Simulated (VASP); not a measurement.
Wanted: the native input for a VASP 6.6.1 run.

```
Task                   : single point
Functional             : PBE
Potentials or basis    : VASP PAW PBE potentials, release 64 (Si, C)
Cutoff                 : 520 eV
k mesh                 : 12 × 12 × 7
Occupations            : fermi-dirac, width 0.1 eV
Spin                   : no spin polarisation
Dipole correction      : no
Further INCAR settings : ALGO = Normal; EDIFF = 1e-06; NBANDS = 16
```

The structure of SiC (wurtzite type) lies in POSCAR:

```
SiC
1.0
    3.0077037020      0.0000000000      0.0000000000
   -1.5038518510      2.6047478130      0.0000000000
    0.0000000000      0.0000000000      4.9323050590
Si C
2 2
Direct
    0.3333333333      0.6666666667      0.0001010801
    0.6666666667      0.3333333333      0.5001010801
    0.3333333333      0.6666666667      0.3758989199
    0.6666666667      0.3333333333      0.8758989199
```

These files were run (other wordings do the same):

INCAR

```
ALGO = Normal
EDIFF = 1E-6
ENCUT = 520
GGA = PE
ISIF = 2
ISMEAR = -1
LASPH = True
LCHARG = False
LREAL = False
LWAVE = False
NBANDS = 16
NELM = 100
PREC = Accurate
SIGMA = 0.1
```

KPOINTS

```
k-points
0
Gamma
  12 12 7
```

Potentials or basis: VASP PAW PBE potentials, release 64 (Si, C).

The run is started by

```bash
$ cat potpaw_PBE.64/Si/POTCAR potpaw_PBE.64/C/POTCAR > POTCAR
$ mpirun -np 1 vasp_std > vasp.out
```

Results of the run:

- Pressure: 20.9 GPa
- Band gap on the k mesh: 2.15 eV, indirect (least direct gap 4.10 eV)

It took 16 s on 1 thread of Intel(R) Xeon(R) 6975P-C (Granite Rapids), on a shared host, peak memory 0.17 GiB.
